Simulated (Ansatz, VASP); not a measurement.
Ta: VASP beside Ansatz

```
Ta
1.0
    -3.30256   -3.30256    3.30256
    -3.30256    3.30256   -3.30256
     3.30256   -3.30256   -3.30256
Ta
8
Direct
  0.50000 0.50000 0.50000
  0.00000 0.50000 0.50000
  0.50000 0.00000 0.50000
  0.00000 0.00000 0.50000
  0.50000 0.50000 0.00000
  0.00000 0.50000 0.00000
  0.50000 0.00000 0.00000
  0.00000 0.00000 0.00000
```

Alike in both runs: task single point; functional PBE; k mesh 10 × 10 × 10; occupations gaussian, width 0.15 eV; no spin polarisation.

|  | VASP | Ansatz |
| --- | --- | --- |
| version | VASP 6.6.1 | Ansatz 0.2.0 |
| potentials or method | VASP PAW PBE potentials, release 64 (Ta_pv), cutoff 520 eV | scalar-relativistic, plane waves, PAW |
| valence electrons in the cell | 88 | 104 |

```tsv
	VASP	Ansatz	Ansatz less VASP
gap on the k mesh at the Fermi level (eV)	none	none	-
pressure (GPa)	3.2	3.1	-0.10
```

A gap of «none» marks a metal or a gap that the smearing closes. With one functional, cell and mesh, what is left measures potentials, basis and numerics. VASP's potentials hold 88 valence electrons a cell and Ansatz's 104, so a difference there can come from the potentials and not from the codes.

Spin-orbit coupling is off throughout.
